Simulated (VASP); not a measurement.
A run of VASP 6.6.1:

INCAR

```
SYSTEM = Yb
PREC     = Accurate       ! precision mode
ENCUT    = 520            ! plane-wave cutoff, eV
EDIFF    = 1E-6           ! SCF threshold, eV
ISMEAR   = -1             ! smearing method
SIGMA    = 0.1            ! smearing width, eV
LREAL    = .False.        ! projectors in reciprocal space
LASPH    = .True.         ! aspherical terms in the spheres
NELM     = 60             ! most SCF steps
ALGO     = Normal         ! electronic algorithm
ISIF     = 2              ! what is computed and relaxed
LWAVE    = .False.        ! write WAVECAR
LCHARG   = .False.        ! write CHGCAR
GGA      = PE             ! functional
NBANDS   = 18             ! bands
```

Contents of KPOINTS:

```
regular mesh
0
Gamma
  6 6 6
  0 0 0
```

POSCAR

```
Yb
1.0
   -2.0542319315      2.0542319315      2.0542319315
    2.0542319315     -2.0542319315      2.0542319315
    2.0542319315      2.0542319315     -2.0542319315
Yb
1
Direct
    0.0000000000      0.0000000000      0.0000000000
```

Potentials or basis: VASP PAW PBE potentials, release 64 (Yb).

The run is started by

```console
$ cat potpaw_PBE.64/Yb/POTCAR > POTCAR
$ mpirun -np 1 vasp_std > vasp.out
```

Hardware: 1 thread of AMD EPYC 7R13 Processor (Zen 3), with other jobs on the host.

Problem. How long does it take, and how much memory?

Solution. It took 61 s on 1 thread of AMD EPYC 7R13 Processor (Zen 3) (shared host), peak memory 0.13 GiB. Counts: scf iterations 26, k points 16.
